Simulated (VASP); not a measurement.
# In (I4/mmm) in VASP: a series of runs

The runs below take In through single point, with PBEsol.

All numbers are computed with VASP 6.6.1; they aren't measurements. Logs are shortened: lines on timing, memory, paths and dates and some standing lists are left out, and cuts for length are marked.

### 1 The cell of the first run

It takes space group I4/mmm (No. 139, tetragonal). The conventional cell has a = 3.433 Å, b = 3.433 Å, c = 4.440 Å, α = 90.00°, β = 90.00°, γ = 90.00°. In (site symmetry 4/mmm) has 14 In at 3.29 to 4.44 Å within 4.5 Å.

### 2 Single point, PBEsol

File INCAR:

```
SYSTEM = In
PREC     = Accurate       ! precision mode
ENCUT    = 520            ! plane-wave cutoff, eV
EDIFF    = 1E-6           ! SCF threshold, eV
ISMEAR   = 0              ! smearing method
SIGMA    = 0.15           ! smearing width, eV
LREAL    = .False.        ! projectors in reciprocal space
LASPH    = .True.         ! aspherical terms in the spheres
NELM     = 60             ! most SCF steps
ALGO     = Fast           ! electronic algorithm
ISIF     = 2              ! what is computed and relaxed
LWAVE    = .False.        ! write WAVECAR
LCHARG   = .False.        ! write CHGCAR
GGA      = PS             ! functional
NBANDS   = 12             ! bands
```

File KPOINTS:

```
regular mesh
0
Gamma
  22 22 22
  0 0 0
```

File POSCAR:

```
In
1.0
   -1.7166732042      1.7166732042      2.2199176722
    1.7166732042     -1.7166732042      2.2199176722
    1.7166732042      1.7166732042     -2.2199176722
In
1
Direct
    0.0000000000      0.0000000000      0.0000000000
```

Potentials or basis: VASP PAW PBE potentials, release 64 (In_d).

Launch:

```sh
> cat potpaw_PBE.64/In_d/POTCAR > POTCAR
> mpirun -np 1 vasp_std > vasp.out
```

OUTCAR:

```text
SYSTEM = In
   PREC = Accurate
   ENCUT = 520
   EDIFF = 1E-6
   ISMEAR = 0
   LREAL = .False.
   LASPH = .True.
   NELM = 60
   ISIF = 2
   GGA = PS

 ion  position               nearest neighbor table
   1  0.000  0.000  0.000-

  LATTYP: Found a body centered tetragonal cell.
 ALAT       =     3.4333464084
 C/A-ratio  =     1.2931510009

  Lattice vectors:

 A1 = (  -1.7166732042,   1.7166732042,   2.2199176722)
 A2 = (   1.7166732042,  -1.7166732042,   2.2199176722)
 A3 = (   1.7166732042,   1.7166732042,  -2.2199176722)

Analysis of symmetry for initial positions (statically):
=====================================================================
 Subroutine PRICEL returns:
 Original cell was already a primitive cell.

 Routine SETGRP: Setting up the symmetry group for a
 body centered tetragonal supercell.

 Subroutine GETGRP returns: Found 16 space group operations
 (whereof 16 operations were pure point group operations)
 out of a pool of 16 trial point group operations.

The static configuration has the point symmetry D_4h.

Analysis of symmetry for dynamics (positions and initial velocities):
=====================================================================
 Subroutine PRICEL returns:
 Original cell was already a primitive cell.

 Routine SETGRP: Setting up the symmetry group for a
 body centered tetragonal supercell.

 Subroutine GETGRP returns: Found 16 space group operations
 (whereof 16 operations were pure point group operations)
 out of a pool of 16 trial point group operations.

The dynamic configuration has the point symmetry D_4h.

 Subroutine INISYM returns: Found 16 space group operations
 (whereof 16 operations are pure point group operations),
 and found     1 'primitive' translations

----------------------------------------------------------------------------------------

                                     Primitive cell

  volume of cell :      26.1681

  direct lattice vectors                    reciprocal lattice vectors
    -1.716673204  1.716673204  2.219917672     0.000000000  0.291261027  0.225233578
     1.716673204 -1.716673204  2.219917672     0.291261027  0.000000000  0.225233578
     1.716673204  1.716673204 -2.219917672     0.291261027  0.291261027  0.000000000

  length of vectors
     3.289676010  3.289676010  3.289676010     0.368189014  0.368189014  0.411905294

  position of ions in fractional coordinates (direct lattice)
     0.000000000  0.000000000  0.000000000
[... 77 lines left out ...]
   LREAL  =      F    real-space projection
   EDIFFG = 0.1E-04   stopping-criterion for IOM
   NSW    =      0    number of steps for IOM
   IBRION =     -1    ionic relax: 0-MD 1-quasi-New 2-CG
   NFREE  =      0    steps in history (QN), initial steepest desc. (CG)
   ISIF   =      2    stress and relaxation
   ISYM   =      2    0-nonsym 1-usesym 2-fastsym
   POTIM  = 0.5000    time-step for ionic-motion
   TEBEG  =    0.0;   TEEND  =   0.0 temperature during run
   PSTRESS=    0.0 pullay stress
   NELECT =      13.0000    total number of electrons
   NUPDOWN=      -1.0000    fix difference up-down
   EMIN   =  10.00;   EMAX   =-10.00  energy-range for DOS
   EFERMI =   0.00;   METHOD = LEGACY
   ISMEAR =     0;   SIGMA  =   0.15  broadening in eV -4-tet -1-fermi 0-gaus
   EFERMI_NEDOS =   21; number of points for ismear=-14 and -15
   IALGO  =     68    algorithm
   IMIX   =      4    mixing-type and parameters
     AMIX     =   0.40;   BMIX     =  1.00
     AMIX_MAG =   1.60;   BMIX_MAG =  1.00
  volume/ion in A,a.u.               =      26.17       176.59
  Fermi-wavevector in a.u.,A,eV,Ry     =   1.296578  2.450177 22.872944  1.681114
  Thomas-Fermi vector in A             =   2.428025
   LORBIT       =      0    0 simple, 1 ext, 2 COOP (PROOUT), +10 PAW based schemes
   GGA     = PS    functional components
   LHFCALC =     F    Hartree Fock is set to
   AEXX    =    0.0000 exact exchange contribution
   IVDW    =     0    specifies the selected vdW correction
   LEPSILON=     F    determine dielectric tensor
   LRPA    =     F    only Hartree local field effects (RPA)
 non-spin polarized calculation
 RMM-DIIS sequential band-by-band and
 Gauss-broadening in eV      SIGMA  =   0.15
  energy-cutoff  :      520.00
  volume of cell :       26.17
 maximum number of plane-waves:       732
   NGX = 13   NGY = 13   NGZ = 13

 number of electron      13.0000005 magnetization

 Free energy of the ion-electron system (eV)
  ---------------------------------------------------
  ext. energy  EPLUGINS =         0.00000000
  ---------------------------------------------------
  free energy    TOTEN  =        -2.98415065 eV

  energy without entropy =       -2.97965135  energy(sigma->0) =       -2.98190100

 E-fermi :   7.3379     XC(G=0): -10.4049

 val. band max:        7.3243095907   @ k =   0.3636   0.3182  -0.0000
 cond. band min:       7.3656310533   @ k =  -0.1818   0.4091   0.0455
 fundamental gap:      0.0413214626
 Fermi energy:         7.3378630017

 k-point     1 :       0.0000    0.0000    0.0000
  band No.  band energies     occupation
      1      -7.2292      2.00000
      2      -7.2292      2.00000
      3      -7.1173      2.00000
      4      -7.0802      2.00000
      5      -6.9693      2.00000
      6      -2.2109      2.00000
      7      17.7946      0.00000
      8      18.0222      0.00000
      9      18.0222      0.00000
     10      18.9707      0.00000
     11      21.3734      0.00000
     12      21.3744      0.00000
[... 331 lines left out ...]
 k-point    24 :      -0.4545    0.0455   -0.0000
  band No.  band energies     occupation
      1      -7.2569      2.00000
      2      -7.2319      2.00000
      3      -7.1253      2.00000
      4      -6.8983      2.00000
      5      -6.8562      2.00000
      6       2.1253      2.00000
      7       5.1289      2.00000
      8      14.7566      0.00000
      9      15.7671      0.00000
     10      18.3885      0.00000
     11      19.6445      0.00000
     12      19.8257      0.00000

 [... further k-points ...]
[... 5 lines left out ...]
  --------------------------------------------------------------------------------------
  -------------------------------------------------------------------------------------
  Total       -0.1843105     -0.1843105     -0.1286202      0.0000000     -0.0000000      0.0000000
  in kB      -11.2846637    -11.2846637     -7.8749497      0.0000000     -0.0000000      0.0000000
  external PRESSURE =     -10.1480924 kB  Pullay stress =       0.0000000 kB

 VOLUME and BASIS-vectors are now :
 -----------------------------------------------------------------------------
  energy-cutoff  :      520.00
  volume of cell :       26.17
      direct lattice vectors                 reciprocal lattice vectors
    -1.716673204  1.716673204  2.219917672     0.000000000  0.291261027  0.225233578
     1.716673204 -1.716673204  2.219917672     0.291261027  0.000000000  0.225233578
     1.716673204  1.716673204 -2.219917672     0.291261027  0.291261027  0.000000000

 POSITION                                       TOTAL-FORCE (eV/Angst)
 -----------------------------------------------------------------------------------
      0.00000      0.00000      0.00000         0.000000     -0.000000      0.000000
 -----------------------------------------------------------------------------------
    total drift:                                0.000000      0.000000     -0.000000

  FREE ENERGIE OF THE ION-ELECTRON SYSTEM (eV)
  ---------------------------------------------------
  free  energy   TOTEN  =        -2.9841506468 eV

  energy  without entropy=       -2.9796513467  energy(sigma->0) =       -2.98190100
```

stdout:

```text
POSCAR found type information on POSCAR In
 POSCAR found :  1 types and       1 ions
 scaLAPACK will be used
 -----------------------------------------------------------------------------
|                                                                             |
|                                                                             |
|     You enforced a specific xc type in the INCAR file but a different       |
|     I HOPE YOU KNOW WHAT YOU ARE DOING!                                     |
|                                                                             |
 -----------------------------------------------------------------------------

 LDA part: xc-table for (Slater+PW92), standard interpolation
 POSCAR, INCAR and KPOINTS ok, starting setup
 FFT: planning ... GRIDC
 FFT: planning ... GRID_SOFT
 FFT: planning ... GRID
 WAVECAR not read
 entering main loop
WARNING in EDDRMM: call to ZHEGV failed, returncode =   6  3     11
WARNING in EDDRMM: call to ZHEGV failed, returncode =   6  3     11
WARNING in EDDRMM: call to ZHEGV failed, returncode =   8  4     10
WARNING in EDDRMM: call to ZHEGV failed, returncode =   8  4     11
WARNING in EDDRMM: call to ZHEGV failed, returncode =   6  3     10
WARNING in EDDRMM: call to ZHEGV failed, returncode =   6  3     11
WARNING in EDDRMM: call to ZHEGV failed, returncode =   8  4     11
WARNING in EDDRMM: call to ZHEGV failed, returncode =   6  3     11
WARNING in EDDRMM: call to ZHEGV failed, returncode =   8  4     11
```

It took 5.1 min on 1 thread of Intel Xeon 8259CL, shared host; peak memory 0.35 GiB.

Results:

- Free energy: -2.9842 eV
- Pressure: -1.0 GPa
- Band gap on the k mesh: zero (an odd number of electrons rules out a gap without spin polarisation)

Caveat: the PAW data sets were made with another functional, which shifts forces and pressure a little; spin-orbit coupling is left out, which moves the levels of the heavy elements.

### 3 Single point, PBEsol

This run uses another cell than the first one, of the same volume but with other edges.

File INCAR:

```
SYSTEM = In
  PREC = Accurate
  ENCUT = 520
  EDIFF = 1E-7
  ISMEAR = 0
  SIGMA = 0.15
  LREAL = .False.
  LASPH = .True.
  NELM = 60
  ALGO = Fast
  ISIF = 2
  LWAVE = .False.
  LCHARG = .False.
  GGA = PS
  NBANDS = 12
```

KPOINTS is that of step 2.

File POSCAR:

```
In
1.0
   -1.5302657384      1.5302657384      2.7936913004
    1.5302657384     -1.5302657384      2.7936913004
    1.5302657384      1.5302657384     -2.7936913004
In
1
Direct
    0.0000000000      0.0000000000      0.0000000000
```

Potentials or basis: VASP PAW PBE potentials, release 64 (In_d).

Launch:

```sh
> cat potpaw_PBE.64/In_d/POTCAR > POTCAR
> mpirun -np 1 vasp_std > vasp.out
```

It took 12 min on 1 thread of Intel Xeon 8259CL, shared host; peak memory 0.37 GiB.

Results (log left out):

```yaml
Free_energy: -2.9602 eV
Pressure: -0.5 GPa
Band_gap_on_the_k_mesh: zero (an odd number of electrons rules out a gap without spin polarisation)
```

Stress tensor (GPa, compression positive):
```
 0.51  0.00  0.00
 0.00  0.51  0.00
 0.00  0.00 -2.53
```

Levels at points of the mesh, in eV from the Fermi level:
```tsv
k point	band 3	band 4	band 5	band 6	band 7	band 8	band 9	band 10
(0.00, 0.00, 0.00)	-14.38	-14.38	-14.18	-9.52	9.29	10.76	10.76	12.27
(0.50, 0.00, 0.00)	-14.38	-14.23	-14.14	-4.11	-3.27	5.27	8.91	11.31
(0.50, 0.50, 0.00)	-14.32	-14.22	-13.95	-1.21	-0.41	2.54	4.17	6.47
(0.50, 0.50, 0.50)	-14.19	-14.19	-14.14	-4.84	-3.43	6.63	6.63	9.96
```

Caveat: the PAW data sets were made with another functional, which shifts forces and pressure a little; spin-orbit coupling is left out, which moves the levels of the heavy elements.

### 4 Single point, PBEsol

This run uses another cell than the first one, of the same volume but with other edges.

File INCAR:

```
SYSTEM = In
ALGO = Fast
EDIFF = 1E-6
ENCUT = 520
GGA = PS
ISIF = 2
ISMEAR = 0
LASPH = .True.
LCHARG = .False.
LREAL = .False.
LWAVE = .False.
NBANDS = 12
NELM = 100
PREC = Accurate
SIGMA = 0.15
```

File KPOINTS:

```
k-points
0
Gamma
  22 22 22
  0 0 0
```

File POSCAR:

```
In
1.0
   -1.5752991612      1.5752991612      2.6362466536
    1.5752991612     -1.5752991612      2.6362466536
    1.5752991612      1.5752991612     -2.6362466536
In
1
Direct
    0.0000000000      0.0000000000      0.0000000000
```

Launch:

```sh
> cat potpaw_PBE.64/In_d/POTCAR > POTCAR
> mpirun -np 1 vasp_std > vasp.out
```

Wall time 11 min (1 thread of Intel Xeon 8259CL, shared host); peak memory 0.37 GiB.

It converged, with:

- Free energy: -2.9802 eV
- Pressure: -0.8 GPa
- Band gap on the k mesh: zero (an odd number of electrons rules out a gap without spin polarisation)

Stress tensor (GPa, compression positive):
```
-0.44  0.00  0.00
 0.00 -0.44  0.00
 0.00  0.00 -1.66
```

Levels at points of the mesh, in eV from the Fermi level:
| k point | band 3 | band 4 | band 5 | band 6 | band 7 | band 8 | band 9 | band 10 |
| --- | --- | --- | --- | --- | --- | --- | --- | --- |
| (0.00, 0.00, 0.00) | -14.42 | -14.42 | -14.22 | -9.52 | 10.61 | 10.61 | 10.61 | 11.88 |
| (0.50, 0.00, 0.00) | -14.41 | -14.22 | -14.14 | -4.21 | -3.31 | 6.30 | 10.03 | 10.23 |
| (0.50, 0.50, 0.00) | -14.24 | -14.21 | -14.02 | -1.56 | -1.02 | 2.98 | 4.01 | 6.69 |
| (0.50, 0.50, 0.50) | -14.17 | -14.17 | -14.16 | -3.94 | -3.11 | 5.71 | 5.71 | 9.10 |

Caveat: the PAW data sets were made with another functional, which shifts forces and pressure a little; spin-orbit coupling is left out, which moves the levels of the heavy elements.

[end of part 1 of 2]
